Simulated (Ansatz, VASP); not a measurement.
# Two plane-wave programs on Si

```
Si
1.0
     0.00000    2.71356    2.71356
     2.71356    0.00000    2.71356
     2.71356    2.71356    0.00000
Si
2
Direct
  0.75000 0.75000 0.75000
  0.50000 0.50000 0.50000
```

Alike in both runs: task relaxation of cell and atoms; functional PBE; k mesh 10 × 10 × 10; occupations gaussian, width 0.02 eV; no spin polarisation.

|  | VASP | Ansatz |
| --- | --- | --- |
| version | VASP 6.6.1 | Ansatz 0.2.0 |
| potentials or method | VASP PAW PBE potentials, release 64 (Si), cutoff 600 eV | scalar-relativistic, plane waves, PAW |
| valence electrons in the cell | 8 | 8 |

```tsv
	VASP	Ansatz	Ansatz less VASP
gap on the k mesh at the Fermi level, each at its own relaxed structure (eV)	0.62	0.62	-0.002
relaxed volume (Å³/atom)	20.44	20.45	+0.012
relaxed cell length with the largest relative difference (Å)	3.867	3.868	+0.0008
```
